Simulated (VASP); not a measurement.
The system is CoSn2.

```
Co Sn
1.0
    -3.18250    3.18250    2.72850
     3.18250   -3.18250    2.72850
     3.18250    3.18250   -2.72850
Co Sn
2 4
Direct
  0.25000 0.25000 0.00000
  0.75000 0.75000 0.00000
  0.65800 0.15800 0.81600
  0.15800 0.34200 0.50000
  0.34200 0.84200 0.18400
  0.84200 0.65800 0.50000
```

Base run:

| Property | Result |
| --- | --- |
| Program | VASP 6.6.1 |
| Functional | PBEsol |
| Potentials or basis | VASP PAW PBE potentials, release 64 (Co, Sn_d) |
| Cutoff | 520 eV |
| k mesh | 8 × 8 × 8 |
| Occupations | fermi-dirac, width 0.5 eV |
| Spin | no spin polarisation |

Its results: band gap on the k mesh zero (bands 37 and 38 overlap by 1.51 eV); pressure 0.5 GPa; largest force 0.800 eV/Å.

Question: The run is repeated on the same cell with these changes: occupations from fermi-dirac, width 0.5 eV to methfessel-paxton, width 0.05 eV. What comes out?

Answer: Band gap on the k mesh zero (bands 37 and 38 overlap by 1.40 eV); pressure -4.2 GPa; largest force 0.884 eV/Å.

Caveats: the PAW data sets were made with another functional, which shifts forces and pressure a little; spin-orbit coupling is left out, which moves the levels of the heavy elements; the run has no spin polarisation, though such a crystal can be magnetic; so wide a smearing shifts energies and pressures (at least some runs); the cell stands under tension (at least some runs).
